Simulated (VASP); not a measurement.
Set up this calculation in VASP 6.6.1, as the native input.

| Quantity | Value |
| --- | --- |
| Task | single point |
| Functional | PBE |
| Potentials or basis | VASP PAW PBE potentials, release 64 (Mg, Cd, Se) |
| Cutoff | 520 eV |
| k mesh | 6 × 6 × 1 |
| Occupations | gaussian, width 0.1 eV |
| Spin | no spin polarisation |
| Dipole correction | no |
| Further INCAR settings | ALGO = Normal; EDIFF = 1e-06; NBANDS = 61 |

The structure of MgCd5Se6 lies in POSCAR:

```
MgCd5Se6
1.0
    4.1649741300      0.0000000000      0.0000000000
   -2.0824870600      3.6069734000      0.0000000000
    0.0000000000      0.0000000000     20.4041228100
Mg Cd Se
1 5 6
Direct
    0.0000000000      0.0000000000      0.0000000000
    0.3333333300      0.6666666700      0.8333333300
    0.6666666700      0.3333333300      0.6666666700
    0.0000000000      0.0000000000      0.5000000000
    0.3333333300      0.6666666700      0.3333333300
    0.6666666700      0.3333333300      0.1666666700
    0.6666666700      0.3333333300      0.9166666700
    0.0000000000      0.0000000000      0.7500000000
    0.3333333300      0.6666666700      0.5833333300
    0.6666666700      0.3333333300      0.4166666700
    0.0000000000      0.0000000000      0.2500000000
    0.3333333300      0.6666666700      0.0833333300
```

These files were run (other wordings do the same):

INCAR

```
  PREC = Accurate
  ENCUT = 520
  EDIFF = 1E-6
  ISMEAR = 0
  SIGMA = 0.1
  LREAL = False
  LASPH = True
  NELM = 60
  ALGO = Normal
  ISIF = 2
  LWAVE = False
  LCHARG = False
  GGA = PE
  NBANDS = 61
```

KPOINTS

```
Automatic mesh
0
Gamma
  6 6 1
```

Potentials or basis: VASP PAW PBE potentials, release 64 (Mg, Cd, Se).

Launch:

```bash
$ cat potpaw_PBE.64/Mg/POTCAR potpaw_PBE.64/Cd/POTCAR potpaw_PBE.64/Se/POTCAR > POTCAR
$ mpirun -np 1 vasp_std > vasp.out
```

It gave:

```
Pressure               : -4.4 GPa
Largest force          : 0.346 eV/Å
Band gap on the k mesh : zero (bands 49 and 50 overlap by 0.05 eV)
```

Caveat: the cell stands under tension; semilocal functionals underestimate gaps, so a narrow gap can read as zero.

Wall time 5.4 min on 1 thread of Intel Xeon 8259CL, on a shared host, peak memory 0.47 GiB.
